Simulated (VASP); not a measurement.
# ZrB (Fm-3m) in VASP: settings compared

The runs below take ZrB through single point, with LDA, PBE+D3(BJ).

Program: VASP 6.6.1. These are calculated values, not measurements. Logs are shortened: lines on timing, memory, paths and dates and some standing lists are left out, and cuts for length are marked.

## (1) The cell of the first run

Symmetry: Fm-3m, No. 225, cubic system. The conventional cell has a = 4.896 Å, b = 4.896 Å, c = 4.896 Å, α = 90.00°, β = 90.00°, γ = 90.00°. Within 3.2 Å of Zr (site symmetry m-3m) lie 6 B at 2.45 Å. B (site symmetry m-3m) has 6 Zr at 2.45 Å within 3.2 Å.

## (2) Single point, LDA (volume scaled by 1.04)

File INCAR:

```
SYSTEM = ZrB
PREC = Accurate ; ENCUT = 500
EDIFF = 1E-6 ; ISMEAR = 0
SIGMA = 0.05 ; LREAL = .False.
LASPH = .True. ; NELM = 120
ALGO = Normal ; ISIF = 2
LWAVE = .False. ; LCHARG = .False.
NBANDS = 14 ; GGA_COMPAT = .False.
```

File KPOINTS:

```
regular mesh
0
Gamma
  8 8 8
  0 0 0
```

File POSCAR:

```
ZrB
1.0
    0.0000000000      2.4477597428      2.4477597428
    2.4477597428      0.0000000000      2.4477597428
    2.4477597428      2.4477597428      0.0000000000
Zr B
1 1
Direct
    0.5000000000      0.5000000000      0.5000000000
    0.0000000000      0.0000000000      0.0000000000
```

Potentials or basis: VASP PAW LDA potentials, release 64 (Zr_sv, B).

Started as:

```
$ cat potpaw_LDA.64/Zr_sv/POTCAR potpaw_LDA.64/B/POTCAR > POTCAR
$ mpirun -np 1 vasp_std > vasp.out
```

OUTCAR:

```text
SYSTEM = ZrB
   PREC = Accurate
   ENCUT = 500
   EDIFF = 1E-6
   ISMEAR = 0
   LREAL = .False.
   LASPH = .True.
   NELM = 120
   ISIF = 2

 ion  position               nearest neighbor table
   1  0.500  0.500  0.500-   2 2.45   2 2.45   2 2.45   2 2.45   2 2.45   2 2.45
   2  0.000  0.000  0.000-   1 2.45   1 2.45   1 2.45   1 2.45   1 2.45   1 2.45

  LATTYP: Found a face centered cubic cell.
 ALAT       =     4.8955194856

  Lattice vectors:

 A1 = (   0.0000000000,   2.4477597428,   2.4477597428)
 A2 = (   2.4477597428,   0.0000000000,   2.4477597428)
 A3 = (   2.4477597428,   2.4477597428,   0.0000000000)

Analysis of symmetry for initial positions (statically):
=====================================================================
 Subroutine PRICEL returns:
 Original cell was already a primitive cell.

 Routine SETGRP: Setting up the symmetry group for a
 face centered cubic supercell.

 Subroutine GETGRP returns: Found 48 space group operations
[... 9 lines left out ...]

 Routine SETGRP: Setting up the symmetry group for a
 face centered cubic supercell.

 Subroutine GETGRP returns: Found 48 space group operations
[... 11 lines left out ...]
                                     Primitive cell

  volume of cell :      29.3316

  direct lattice vectors                    reciprocal lattice vectors
     0.000000000  2.447759743  2.447759743    -0.204268414  0.204268414  0.204268414
     2.447759743  0.000000000  2.447759743     0.204268414 -0.204268414  0.204268414
     2.447759743  2.447759743  0.000000000     0.204268414  0.204268414 -0.204268414

  length of vectors
     3.461655026  3.461655026  3.461655026     0.353803271  0.353803271  0.353803271

  position of ions in fractional coordinates (direct lattice)
     0.500000000  0.500000000  0.500000000
     0.000000000  0.000000000  0.000000000

  ion indices of the primitive-cell ions
   primitive index   ion index
                 1           1
                 2           2

----------------------------------------------------------------------------------------

 KPOINTS: regular mesh

Automatic generation of k-mesh.
 Grid dimensions read from file:
 generate k-points for:    8    8    8

 Generating k-lattice:

  Cartesian coordinates                     Fractional coordinates (reciprocal lattice)
    -0.025533552  0.025533552  0.025533552     0.125000000  0.000000000  0.000000000
     0.025533552 -0.025533552  0.025533552     0.000000000  0.125000000  0.000000000
     0.025533552  0.025533552 -0.025533552     0.000000000  0.000000000  0.125000000

  Length of vectors
     0.044225409  0.044225409  0.044225409

  Shift w.r.t. Gamma in fractional coordinates (k-lattice)
     0.000000000  0.000000000  0.000000000

 Subroutine IBZKPT returns following result:
 ===========================================

 Found     29 irreducible k-points:

 Following reciprocal coordinates:
            Coordinates               Weight
  0.000000  0.000000  0.000000      1.000000
  0.125000  0.000000  0.000000      8.000000
  0.250000  0.000000  0.000000      8.000000
  0.375000  0.000000  0.000000      8.000000
  0.500000  0.000000  0.000000      4.000000
  0.125000  0.125000  0.000000      6.000000
[... 16 lines left out ...]
  0.500000  0.250000  0.125000     48.000000
 -0.375000  0.250000  0.125000     24.000000
 [... further k-points ...]
   k-points           NKPTS =     29   k-points in BZ     NKDIM =     29   number of bands    NBANDS=     14
   number of dos      NEDOS =    301   number of ions     NIONS =      2
   total plane-waves  NPLWV =  21952
   dimension x,y,z NGX =    28 NGY =   28 NGZ =   28
   dimension x,y,z NGXF=    56 NGYF=   56 NGZF=   56
   ions per type =               1   1
   NGX,Y,Z   is equivalent  to a cutoff of  13.45, 13.45, 13.45 a.u.
   NGXF,Y,Z  is equivalent  to a cutoff of  26.89, 26.89, 26.89 a.u.
 SYSTEM =  ZrB
   PREC   = accura    normal or accurate (medium, high low for compatibility)
   ISTART =      0    job   : 0-new  1-cont  2-samecut
   ICHARG =      2    charge: 1-file 2-atom 10-const
   ISPIN  =      1    spin polarized calculation?
   LNONCOLLINEAR =      F non collinear calculations
   LSORBIT =      F    spin-orbit coupling
   LASPH  =      T    aspherical Exc in radial PAW
   ENCUT  =  500.0 eV  36.75 Ry    6.06 a.u.   6.31  6.31  6.31*2*pi/ulx,y,z
   NELM   =    120;   NELMIN=  2; NELMDL= -5     # of ELM steps
   EDIFF  = 0.1E-05   stopping-criterion for ELM
   LREAL  =      F    real-space projection
   EDIFFG = 0.1E-04   stopping-criterion for IOM
   NSW    =      0    number of steps for IOM
   IBRION =     -1    ionic relax: 0-MD 1-quasi-New 2-CG
[... 8 lines left out ...]
   EMIN   =  10.00;   EMAX   =-10.00  energy-range for DOS
   EFERMI =   0.00;   METHOD = LEGACY
   ISMEAR =     0;   SIGMA  =   0.05  broadening in eV -4-tet -1-fermi 0-gaus
   EFERMI_NEDOS =   21; number of points for ismear=-14 and -15
   IALGO  =     38    algorithm
   IMIX   =      4    mixing-type and parameters
     AMIX     =   0.40;   BMIX     =  1.00
     AMIX_MAG =   1.60;   BMIX_MAG =  1.00
  volume/ion in A,a.u.               =      14.67        98.97
  Fermi-wavevector in a.u.,A,eV,Ry     =   1.309161  2.473956 23.319067  1.713903
  Thomas-Fermi vector in A             =   2.439779
   LORBIT       =      0    0 simple, 1 ext, 2 COOP (PROOUT), +10 PAW based schemes
   GGA     = CA    functional components
   LHFCALC =     F    Hartree Fock is set to
   AEXX    =    0.0000 exact exchange contribution
   IVDW    =     0    specifies the selected vdW correction
   LEPSILON=     F    determine dielectric tensor
   LRPA    =     F    only Hartree local field effects (RPA)
 non-spin polarized calculation
 Gauss-broadening in eV      SIGMA  =   0.05
  energy-cutoff  :      500.00
  volume of cell :       29.33
 maximum number of plane-waves:       755
 NGX is ok and might be reduce to    28
   NGX = 13   NGY = 13   NGZ = 13

 number of electron      15.0000000 magnetization

 Free energy of the ion-electron system (eV)
  ---------------------------------------------------
  ext. energy  EPLUGINS =         0.00000000
  ---------------------------------------------------
  free energy    TOTEN  =       -17.49354318 eV

  energy without entropy =      -17.49220003  energy(sigma->0) =      -17.49287160

 E-fermi :   7.4050     XC(G=0): -11.6754

 val. band max:        7.3503195341   @ k =   0.5000   0.2500   0.0000
 cond. band min:       7.4480218490   @ k =   0.3750   0.2500   0.1250
 fundamental gap:      0.0977023149
 Fermi energy:         7.4049657374

 k-point     1 :       0.0000    0.0000    0.0000
  band No.  band energies     occupation
      1     -39.7993      2.00000
      2     -17.7728      2.00000
      3     -17.7728      2.00000
      4     -17.7728      2.00000
      5      -0.5583      2.00000
      6       9.0738      0.00000
      7       9.0738      0.00000
      8       9.0738      0.00000
      9      10.5205      0.00000
     10      10.5205      0.00000
     11      10.8214      0.00000
     12      10.8214      0.00000
     13      10.8214      0.00000
     14      18.1137      0.00000

 k-point     2 :       0.1250    0.0000    0.0000
  band No.  band energies     occupation
      1     -39.7905      2.00000
      2     -17.8586      2.00000
      3     -17.7816      2.00000
      4     -17.7816      2.00000
      5      -0.2115      2.00000
      6       8.1279      0.00000
      7       8.5787      0.00000
      8       8.5787      0.00000
      9       9.6759      0.00000
     10       9.6759      0.00000
     11      11.1928      0.00000
     12      12.8505      0.00000
     13      12.8505      0.00000
     14      18.8662      0.00000

 k-point     3 :       0.2500    0.0000    0.0000
  band No.  band energies     occupation
      1     -39.7690      2.00000
      2     -18.0599      2.00000
      3     -17.8026      2.00000
      4     -17.8026      2.00000
      5       0.7323      2.00000
      6       6.5328      2.00000
      7       7.3128      1.99085
      8       7.3128      1.99085
      9      10.4437      0.00000
     10      10.4437      0.00000
     11      11.6670      0.00000
     12      15.2647      0.00000
     13      15.2647      0.00000
     14      18.7633      0.00000

 k-point     4 :       0.3750    0.0000    0.0000
  band No.  band energies     occupation
      1     -39.7473      2.00000
      2     -18.2539      2.00000
      3     -17.8234      2.00000
      4     -17.8234      2.00000
      5       2.0374      2.00000
      6       4.9646      2.00000
      7       6.4901      2.00000
      8       6.4901      2.00000
      9      11.5513      0.00000
     10      11.5513      0.00000
     11      12.4631      0.00000
     12      16.6434      0.00000
     13      17.5065      0.00000
     14      17.5065      0.00000

 k-point     5 :       0.5000    0.0000    0.0000
  band No.  band energies     occupation
      1     -39.7383      2.00000
      2     -18.3323      2.00000
      3     -17.8320      2.00000
      4     -17.8320      2.00000
      5       3.3837      2.00000
      6       3.5717      2.00000
      7       6.2109      2.00000
      8       6.2109      2.00000
      9      12.1615      0.00000
     10      12.1615      0.00000
     11      13.4383      0.00000
     12      14.9625      0.00000
     13      18.7076      0.00000
     14      18.7076      0.00000

 k-point     6 :       0.1250    0.1250    0.0000
  band No.  band energies     occupation
      1     -39.7875      2.00000
      2     -17.8521      2.00000
      3     -17.8019      2.00000
      4     -17.8019      2.00000
      5      -0.1073      2.00000
      6       7.7835      0.00000
      7       8.5613      0.00000
      8       8.7528      0.00000
      9       8.7528      0.00000
     10      10.7001      0.00000
     11      11.7285      0.00000
     12      11.7285      0.00000
     13      13.6949      0.00000
     14      19.2026      0.00000

 k-point     7 :       0.2500    0.1250    0.0000
  band No.  band energies     occupation
      1     -39.7702      2.00000
      2     -18.0015      2.00000
      3     -17.8311      2.00000
      4     -17.8197      2.00000
      5       0.5975      2.00000
      6       6.5179      2.00000
      7       7.4680      0.07441
      8       8.0802      0.00000
      9       9.3289      0.00000
     10      10.9304      0.00000
     11      12.2435      0.00000
     12      13.4518      0.00000
     13      15.5035      0.00000
     14      19.6165      0.00000
[... 205 lines left out ...]
 k-point    20 :      -0.3750    0.3750    0.0000
  band No.  band energies     occupation
      1     -39.7196      2.00000
      2     -18.1918      2.00000
      3     -18.0917      2.00000
      4     -17.9221      2.00000
      5       2.0431      2.00000
      6       5.7378      2.00000
      7       6.4303      2.00000
      8       7.5762      0.00000
      9      10.1179      0.00000
     10      12.4083      0.00000
     11      13.4162      0.00000
     12      15.1400      0.00000
     13      15.5478      0.00000
     14      19.9664      0.00000

 k-point    21 :       0.5000    0.5000    0.0000
  band No.  band energies     occupation
      1     -39.7178      2.00000
      2     -18.2780      2.00000
      3     -17.9700      2.00000
      4     -17.9700      2.00000
      5       1.3846      2.00000
      6       6.5641      2.00000
      7       6.6605      2.00000
      8       9.4602      0.00000
      9       9.4602      0.00000
     10      11.9498      0.00000
     11      13.0767      0.00000
     12      13.0767      0.00000
     13      15.9947      0.00000
     14      18.4379      0.00000

 k-point    22 :       0.3750    0.2500    0.1250
  band No.  band energies     occupation
      1     -39.7528      2.00000
      2     -18.1012      2.00000
      3     -17.9096      2.00000
      4     -17.8346      2.00000
      5       1.3205      2.00000
      6       5.7040      2.00000
      7       6.9681      2.00000
      8       7.4480      0.22330
      9       9.7247      0.00000
     10      11.8674      0.00000
     11      13.0163      0.00000
     12      13.7195      0.00000
     13      16.9139      0.00000
     14      19.5056      0.00000

 k-point    23 :       0.5000    0.2500    0.1250
  band No.  band energies     occupation
      1     -39.7353      2.00000
      2     -18.2061      2.00000
      3     -17.9658      2.00000
      4     -17.8639      2.00000
      5       2.2040      2.00000
      6       4.9791      2.00000
      7       6.4825      2.00000
      8       6.9107      2.00000
      9      10.6189      0.00000
     10      12.4358      0.00000
     11      13.1409      0.00000
     12      14.8827      0.00000
     13      17.1791      0.00000
     14      18.9958      0.00000

 k-point    24 :      -0.3750    0.2500    0.1250
  band No.  band energies     occupation
      1     -39.7281      2.00000
      2     -18.2516      2.00000
      3     -17.9811      2.00000
      4     -17.8811      2.00000
      5       2.6905      2.00000
      6       4.5557      2.00000
      7       6.3855      2.00000
      8       6.7214      2.00000
      9      11.6698      0.00000
     10      11.7302      0.00000
     11      13.0839      0.00000
     12      16.5081      0.00000
     13      16.5697      0.00000
     14      18.0402      0.00000

 [... further k-points ...]
[... 5 lines left out ...]
  --------------------------------------------------------------------------------------
  -------------------------------------------------------------------------------------
  Total       -1.1238930     -1.1238930     -1.1238930      0.0000000      0.0000000      0.0000000
  in kB      -61.3902213    -61.3902213    -61.3902213      0.0000000      0.0000000      0.0000000
  external PRESSURE =     -61.3902213 kB  Pullay stress =       0.0000000 kB

 VOLUME and BASIS-vectors are now :
 -----------------------------------------------------------------------------
  energy-cutoff  :      500.00
  volume of cell :       29.33
      direct lattice vectors                 reciprocal lattice vectors
     0.000000000  2.447759743  2.447759743    -0.204268414  0.204268414  0.204268414
     2.447759743  0.000000000  2.447759743     0.204268414 -0.204268414  0.204268414
     2.447759743  2.447759743  0.000000000     0.204268414  0.204268414 -0.204268414

 POSITION                                       TOTAL-FORCE (eV/Angst)
 -----------------------------------------------------------------------------------
      2.44776      2.44776      2.44776        -0.000000      0.000000     -0.000000
      0.00000      0.00000      0.00000         0.000000     -0.000000      0.000000
 -----------------------------------------------------------------------------------
    total drift:                                0.000000      0.000000      0.000000

  FREE ENERGIE OF THE ION-ELECTRON SYSTEM (eV)
  ---------------------------------------------------
  free  energy   TOTEN  =       -17.4935431801 eV

  energy  without entropy=      -17.4922000255  energy(sigma->0) =      -17.49287160
```

It took 10 s on 1 thread of Intel Xeon Platinum 8488C (Sapphire Rapids), shared host; peak memory 0.14 GiB.

Results:

```yaml
Free_energy: -17.4935 eV
Pressure: -6.1 GPa
```

Levels at points of the mesh, in eV from the Fermi level:
```tsv
k point	band 4	band 5	band 6	band 7	band 8	band 9	band 10	band 11	band 12	band 13
(0.00, 0.00, 0.00)	-25.18	-7.96	1.67	1.67	1.67	3.12	3.12	3.42	3.42	3.42
(0.50, 0.00, 0.00)	-25.24	-4.02	-3.83	-1.19	-1.19	4.76	4.76	6.03	7.56	11.30
(0.50, 0.50, 0.00)	-25.37	-6.02	-0.84	-0.74	2.06	2.06	4.54	5.67	5.67	8.59
```

(Part 1 of 2 ends here.)
